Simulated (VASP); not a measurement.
# NbH2 (Fm-3m) in VASP: a series of runs, part 3 of 3

VASP 6.6.1.

### Step 4. Vibrations by perturbation theory, LDA

This run uses another cell than the first one, of 7.47 Å³/atom.

File INCAR:

```
SYSTEM = NbH2
PREC = Accurate
ENCUT = 520
EDIFF = 1E-8
ISMEAR = -1
SIGMA = 0.15
LREAL = .False.
LASPH = .True.
NELM = 100
ALGO = Normal
ISIF = 2
LWAVE = .False.
LCHARG = .False.
GGA = CA
IBRION = 8
NSW = 1
```

File KPOINTS:

```
regular mesh
0
Gamma
  16 16 16
  0 0 0
```

File POSCAR:

```
NbH2
1.0
    0.0000000000      2.2379736276      2.2379736276
    2.2379736276      0.0000000000      2.2379736276
    2.2379736276      2.2379736276      0.0000000000
Nb H
1 2
Direct
    0.0000000000      0.0000000000      0.0000000000
    0.2500000000      0.2500000000      0.2500000000
    0.7500000000      0.7500000000      0.7500000000
```

Potentials or basis: VASP PAW LDA potentials, release 64 (Nb_sv, H).

Started as:

```sh
$ cat potpaw_LDA.64/Nb_sv/POTCAR potpaw_LDA.64/H/POTCAR > POTCAR
$ mpirun -np 1 vasp_std > vasp.out
```

OUTCAR:

```text
SYSTEM = NbH2
   PREC = Accurate
   ENCUT = 520
   EDIFF = 1E-8
   ISMEAR = -1
   LREAL = .False.
   LASPH = .True.
   NELM = 100
   ISIF = 2
   GGA = CA
   IBRION = 8
   NSW = 1

 ion  position               nearest neighbor table
   1  0.000  0.000  0.000-   3 1.94   3 1.94   3 1.94   2 1.94   2 1.94   2 1.94   3 1.94   2 1.94

   2  0.250  0.250  0.250-   1 1.94   1 1.94   1 1.94   1 1.94
   3  0.750  0.750  0.750-   1 1.94   1 1.94   1 1.94   1 1.94

  LATTYP: Found a face centered cubic cell.
 ALAT       =     4.4759472552

  Lattice vectors:

 A1 = (   0.0000000000,   2.2379736276,   2.2379736276)
 A2 = (   2.2379736276,   0.0000000000,   2.2379736276)
 A3 = (   2.2379736276,   2.2379736276,   0.0000000000)

Analysis of symmetry for initial positions (statically):
=====================================================================
 Subroutine PRICEL returns:
 Original cell was already a primitive cell.

 Routine SETGRP: Setting up the symmetry group for a
 face centered cubic supercell.

 Subroutine GETGRP returns: Found 48 space group operations
 (whereof 48 operations were pure point group operations)
 out of a pool of 48 trial point group operations.

The static configuration has the point symmetry O_h .

Analysis of symmetry for dynamics (positions and initial velocities):
=====================================================================
 Subroutine PRICEL returns:
 Original cell was already a primitive cell.

 Routine SETGRP: Setting up the symmetry group for a
 face centered cubic supercell.

 Subroutine GETGRP returns: Found 48 space group operations
 (whereof 48 operations were pure point group operations)
 out of a pool of 48 trial point group operations.

The dynamic configuration has the point symmetry O_h .

 Subroutine INISYM returns: Found 48 space group operations
 (whereof 48 operations are pure point group operations),
 and found     1 'primitive' translations

----------------------------------------------------------------------------------------

                                     Primitive cell

  volume of cell :      22.4179

  direct lattice vectors                    reciprocal lattice vectors
     0.000000000  2.237973628  2.237973628    -0.223416395  0.223416395  0.223416395
     2.237973628  0.000000000  2.237973628     0.223416395 -0.223416395  0.223416395
     2.237973628  2.237973628  0.000000000     0.223416395  0.223416395 -0.223416395

  length of vectors
[... 463 lines left out ...]
  band No.  band energies     occupation
      1     -44.5010      2.00000
      2     -20.4788      2.00000
      3     -20.4179      2.00000
      4     -20.4012      2.00000
      5      -0.1152      2.00000
      6       7.1959      2.00000
      7       9.1902      1.99964
      8       9.2173      1.99957
      9      11.6183      0.00104
     10      11.6345      0.00093
     11      11.8651      0.00020

 [... further k-points ...]
[... 5 lines left out ...]
  --------------------------------------------------------------------------------------
  -------------------------------------------------------------------------------------
  Total        0.3905204      0.3905204      0.3905204      0.0000000      0.0000000      0.0000000
  in kB       27.9099726     27.9099726     27.9099726      0.0000000      0.0000000      0.0000000
  external PRESSURE =      27.9099726 kB  Pullay stress =       0.0000000 kB

 VOLUME and BASIS-vectors are now :
 -----------------------------------------------------------------------------
  energy-cutoff  :      520.00
  volume of cell :       22.42
      direct lattice vectors                 reciprocal lattice vectors
     0.000000000  2.237973628  2.237973628    -0.223416395  0.223416395  0.223416395
     2.237973628  0.000000000  2.237973628     0.223416395 -0.223416395  0.223416395
     2.237973628  2.237973628  0.000000000     0.223416395  0.223416395 -0.223416395

 POSITION                                       TOTAL-FORCE (eV/Angst)
 -----------------------------------------------------------------------------------
      0.00000      0.00000      0.00000         0.000000      0.000000      0.000000
      1.11899      1.11899      1.11899        -0.000000      0.000000     -0.000000
      3.35696      3.35696      3.35696         0.000000     -0.000000      0.000000
 -----------------------------------------------------------------------------------
    total drift:                               -0.000000      0.000000      0.000000

  FREE ENERGIE OF THE ION-ELECTRON SYSTEM (eV)
  ---------------------------------------------------
  free  energy   TOTEN  =       -19.3161391999 eV

  energy  without entropy=      -19.2433918997  energy(sigma->0) =      -19.27976555

[... ionic steps 2 to 3 ...]

--------------------------------------- Ionic step        4  -------------------------------------------

------------------------ aborting loop because EDIFF is reached ----------------------------------------

[... ionic steps 5 to 6 ...]

--------------------------------------- Ionic step        7  -------------------------------------------

 Free energy of the ion-electron system (eV)
  ---------------------------------------------------
  ---------------------------------------------------
  free energy    TOTEN  =        -0.01698972 eV

  energy without entropy =       -0.01698972

------------------------ aborting loop because EDIFF is reached ----------------------------------------

 INTERNAL STRAIN TENSOR  FOR ION    2  DIRECTION 1   (eV/Angst):
 -----------------------------------------------------------------------------
    -0.00155  0.00000  0.00000
     0.00000  0.00057 -5.67164
     0.00000 -5.67164  0.00057

 INTERNAL STRAIN TENSOR FOR ION    3 for displacements in x,y,z  (eV/Angst):
          X           Y           Z          XY          YZ          ZX
  --------------------------------------------------------------------------------
  x     0.00000     0.00000     0.00000     0.00000     5.67164     0.00000
  y     0.00000     0.00000     0.00000     0.00000     0.00000     5.67164
  z     0.00000     0.00000     0.00000     5.67164     0.00000     0.00000

 SECOND DERIVATIVES (NOT SYMMETRIZED)
 ------------------------------------
               1X          1Y          1Z          2X          2Y          2Z          3X          3Y          3Z
  1X    -9.909450    0.000000    0.000000    4.954725    0.000000    0.000000    4.954725    0.000000    0.000000
  1Y     0.000000   -9.909450    0.000000    0.000000    4.954725    0.000000    0.000000    4.954725    0.000000
  1Z     0.000000    0.000000   -9.909450    0.000000    0.000000    4.954725    0.000000    0.000000    4.954725
  2X     4.868674    0.000000    0.000000   -5.739901    0.000000    0.000000    0.871227    0.000000    0.000000
  2Y     0.000000    4.868674    0.000000    0.000000   -5.739901    0.000000    0.000000    0.871227   -0.000000
  2Z     0.000000    0.000000    4.868674    0.000000    0.000000   -5.739901    0.000000   -0.000000    0.871227
  3X     4.868674    0.000000    0.000000    0.871227    0.000000    0.000000   -5.739901    0.000000    0.000000
  3Y     0.000000    4.868674    0.000000    0.000000    0.871227   -0.000000    0.000000   -5.739901    0.000000
  3Z     0.000000    0.000000    4.868674    0.000000   -0.000000    0.871227    0.000000    0.000000   -5.739901

 Eigenvectors and eigenvalues of the dynamical matrix
 ----------------------------------------------------

   1 f  =   40.196524 THz   252.562210 2PiTHz 1340.811723 cm-1   166.239392 meV
             X         Y         Z           dx          dy          dz
      0.000000  0.000000  0.000000    -0.000000   -0.000000    0.000000
      1.118987  1.118987  1.118987     0.553234   -0.440377   -0.000000
      3.356960  3.356960  3.356960    -0.553234    0.440377    0.000000
[... 43 lines left out ...]
   9 f/i=    0.044243 THz     0.277990 2PiTHz    1.475802 cm-1     0.182976 meV
             X         Y         Z           dx          dy          dz
      0.000000  0.000000  0.000000    -0.782980    0.604569   -0.000000
      1.118987  1.118987  1.118987    -0.081948    0.063275   -0.000000
      3.356960  3.356960  3.356960    -0.081948    0.063275   -0.000000

--------------------------------------------------------------------------------------------------------

 ELASTIC MODULI CONTR FROM IONIC RELAXATION (kBar)
 Direction    XX          YY          ZZ          XY          YZ          ZX
 --------------------------------------------------------------------------------
 XX          -0.0000     -0.0000     -0.0000     -0.0000     -0.0000     -0.0000
 YY          -0.0000     -0.0000     -0.0000     -0.0000     -0.0000     -0.0000
 ZZ          -0.0000     -0.0000     -0.0000     -0.0000     -0.0000     -0.0000
 XY          -0.0000     -0.0000     -0.0000   -695.4846      0.0000     -0.0000
 YZ          -0.0000     -0.0000     -0.0000      0.0000   -695.4846      0.0000
 ZX          -0.0000     -0.0000     -0.0000     -0.0000      0.0000   -695.4846
 --------------------------------------------------------------------------------
```

stdout:

```text
POSCAR found type information on POSCAR NbH
 POSCAR found :  2 types and       3 ions
 scaLAPACK will be used
 LDA part: xc-table for (Slater(with rela. corr.)+CA(PZ))
 , standard interpolation
 POSCAR, INCAR and KPOINTS ok, starting setup
 FFT: planning ... GRIDC
 FFT: planning ... GRID_SOFT
 FFT: planning ... GRID
 WAVECAR not read
 entering main loop
 Linear response reoptimize wavefunctions to high precision
 Linear response DOF=           2
 Linear response progress:
 first order change of Fermi-energy   0.74328E-03
 force on displaced ion       1 direction 1 :  -9.909   0.000   0.000
 Linear response progress:
 first order change of Fermi-energy  -0.47909E-04
 force on displaced ion       2 direction 1 :  -5.740   0.000   0.000
 Linear response finished
```

Run time: 7.2 min. Hardware: 1 thread of Intel Xeon 8259CL, shared host; peak memory 0.43 GiB.

What came out:

```
Highest phonon frequency at Γ : 1341 cm⁻¹
```

Phonon frequencies in cm⁻¹ (negative: imaginary):
| q point | frequencies |
| --- | --- |
| (0.000, 0.000, 0.000) | -1 -1 -1 1163 1163 1163 1341 1341 1341 |

Caveat: the cell stands under pressure or tension, which shifts response properties.
